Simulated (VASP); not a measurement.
Write the native input for VASP 6.6.1 that does the following.

* Task: relaxation of shape and atoms at fixed volume
* Functional: r2SCAN
* Potentials or basis: VASP PAW PBE potentials, release 64 (Nb_sv)
* Cutoff: 550 eV
* k mesh: 16 × 16 × 8
* Occupations: gaussian, width 0.05 eV
* Spin: no spin polarisation
* Dipole correction: no
* Further INCAR settings: ALGO = Normal; EDIFF = 1e-07; IBRION = 2; EDIFFG = -0.01; NSW = 60; ISIF = 4

Nb:

```
Nb
1.0
     2.85856    0.00000    0.00000
    -1.42928    2.47558    0.00000
     0.00000    0.00000    5.24271
Nb
2
Direct
  0.33333 0.66667 0.75000
  0.66667 0.33333 0.25000
```

This isn't the form of Nb at room conditions, which is bcc.

These files were run (other wordings do the same):

POSCAR

```
Nb
1.0
    2.8585562217      0.0000000000      0.0000000000
   -1.4292781108      2.4755823061      0.0000000000
    0.0000000000      0.0000000000      5.2427076229
Nb
2
Direct
    0.3333333333      0.6666666667      0.7500000000
    0.6666666667      0.3333333333      0.2500000000
```

INCAR.step1

```
SYSTEM = Nb
PREC = Accurate
ENCUT = 550
ISMEAR = 0
SIGMA = 0.05
LREAL = .False.
LASPH = .True.
NELM = 120
GGA = PE
ALGO = Normal
EDIFF = 1E-5
LWAVE = .True.
LCHARG = .False.
GGA_COMPAT = .False.
IBRION = 2
ISIF = 3
EDIFFG = -0.005
NELMIN = 4
NSW = 100
```

INCAR.step2

```
SYSTEM = Nb
PREC = Accurate
ENCUT = 550
EDIFF = 1E-7
ISMEAR = 0
SIGMA = 0.05
LREAL = .False.
LASPH = .True.
NELM = 120
ALGO = Normal
ISIF = 4
LWAVE = .False.
LCHARG = .False.
METAGGA = R2SCAN
LMIXTAU = .True.
IBRION = 2
NSW = 60
EDIFFG = -0.01
ISTART = 1
GGA_COMPAT = .False.
NELMIN = 4
```

KPOINTS

```
Automatic mesh
0
Gamma
  16 16 8
  0 0 0
```

Potentials or basis: VASP PAW PBE potentials, release 64 (Nb_sv).

Run with:

```sh
$ cat potpaw_PBE.64/Nb_sv/POTCAR > POTCAR
$ cp INCAR.step1 INCAR
$ mpirun -np 1 vasp_std > vasp.out
$ cp INCAR.step2 INCAR
$ mpirun -np 1 vasp_std > vasp.out
```

It gave:

```yaml
Pressure_after_relaxing: -0.2 GPa
Band_gap_on_the_k_mesh: zero (bands 13 and 14 overlap by 2.90 eV)
```

Caveat: the PAW data sets were made with another functional, which shifts forces and pressure a little.

It took 23 min on 1 thread of Oxide Virtual Turin-like Processor, on a shared host, peak memory 0.2 GiB.
